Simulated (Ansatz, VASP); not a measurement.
One calculation of Rh, two programs

INCAR

```
PREC = Accurate
ENCUT = 520
EDIFF = 1E-8
ISMEAR = -1
SIGMA = 0.05
LREAL = False
LASPH = True
NELM = 60
ALGO = Normal
ISIF = 2
LWAVE = False
LCHARG = False
LEFG = True
NBANDS = 14
```

File KPOINTS:

```
Automatic mesh
0
Gamma
  14 14 14
```

POSCAR

```
Rh
1.0
    0.0000000000      1.9029860865      1.9029860865
    1.9029860865      0.0000000000      1.9029860865
    1.9029860865      1.9029860865      0.0000000000
Rh
1
Direct
    0.0000000000      0.0000000000      0.0000000000
```

Input for Ansatz:

```yaml
crystal:
  lattice:
    - [0.0, 1.9029860865, 1.9029860865]
    - [1.9029860865, 0.0, 1.9029860865]
    - [1.9029860865, 1.9029860865, 0.0]
  atoms:
    - { symbol: Rh, position: [0.0, 0.0, 0.0] }
kpoints:
  mp_grid: { grid: [14, 14, 14] }
scf:
  occupations: { method: fermi_dirac, width: 0.05 }
hamiltonian:
  xc: lda
  pseudopotentials: { kind: paw }
output:
  forces: true
  stress: true
  eigenvalues: true
  efg: { contact_densities: true }
```

Alike in both runs: task electric field gradients; functional LDA; k mesh 14 × 14 × 14; occupations fermi-dirac, width 0.05 eV; no spin polarisation.

|  | VASP | Ansatz |
| --- | --- | --- |
| version | VASP 6.6.1 | Ansatz 0.2.0 |
| potentials or method | VASP PAW LDA potentials, release 64 (Rh_pv) | PAW with Ansatz's default frozen-core files, scalar-relativistic |
| plane-wave cutoff (eV) | 520 | 420 |
| valence electrons in the cell | 15 | 17 |

|  | VASP | Ansatz | Ansatz less VASP |
| --- | --- | --- | --- |
| pressure (GPa) | -11.0 | -11.8 | -0.82 |

LDA's correlation is that of Perdew and Zunger in VASP and of Perdew and Wang (1992) in Ansatz. VASP's potentials hold 15 valence electrons a cell and Ansatz's 17, so a difference there can come from the potentials and not from the codes.
